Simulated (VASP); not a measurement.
# TaAs: single point with PBEsol

Crystal: TaAs.

```
Ta As
1.0
     5.95276    0.00000    0.00000
    -2.97638    5.15524    0.00000
     0.00000    0.00000    3.33497
Ta As
3 3
Cartesian
  0.0000 3.4368 1.6675
  2.9764 1.7184 1.6675
  0.0000 0.0000 0.0000
  2.3385 0.0000 0.0000
  1.8071 3.1300 0.0000
  -1.1693 2.0252 0.0000
```

This cell differs from its parent crystal: N replaced by As, lengths x 1.120, strained.

```json
{"Program": "VASP 6.6.1", "Task": "single point", "Functional": "PBEsol", "Potentials or basis": "VASP PAW PBE potentials, release 64 (Ta_pv, As)", "Cutoff": "520 eV", "k mesh": "6 × 6 × 6", "Occupations": "gaussian, width 0.1 eV", "Spin": "no spin polarisation"}
```

```json
{
 "Pressure": "27.1 GPa",
 "Largest force": "0.581 eV/Å",
 "Band gap on the k mesh": "zero (bands 24 and 25 overlap by 1.53 eV)"
}
```

Forces in eV/Å, atoms in the order of the input:
```
Ta   0.000  0.000  0.000
Ta   0.000  0.000  0.000
Ta   0.000  0.000  0.000
As   0.581  0.000  0.000
As  -0.290 -0.503  0.000
As  -0.290  0.503  0.000
```

Stress tensor (GPa, compression positive):
```
31.66  0.00  0.00
 0.00 31.66  0.00
 0.00  0.00 17.87
```

Levels at points of the mesh, in eV from the Fermi level:
```csv
k point,band 20,band 21,band 22,band 23,band 24,band 25,band 26,band 27,band 28,band 29
"(0.00, 0.00, 0.00)",-3.08,-2.31,-1.59,-0.71,-0.28,-0.28,0.22,0.22,1.10,1.67
"(0.50, 0.00, 0.00)",-2.46,-2.38,-1.85,-1.56,-1.13,0.31,1.16,1.20,1.27,1.43
"(0.00, 0.00, 0.50)",-2.16,-2.16,-2.15,-2.15,1.25,1.25,1.58,1.58,2.01,2.02
"(0.50, 0.00, 0.50)",-2.83,-2.46,-1.88,-1.82,-0.41,0.07,0.84,1.74,2.33,2.49
```

Wall time 81 s on 1 thread of AMD EPYC 7R13 Processor (Zen 3), with other jobs on the host, peak memory 0.25 GiB.

Caveat: the cell differs from its parent crystal (N replaced by As, lengths x 1.120, strained); the stress differs along the axes, from 18 to 32 GPa; the PAW data sets were made with another functional, which shifts forces and pressure a little; spin-orbit coupling is left out, which moves the levels of the heavy elements.
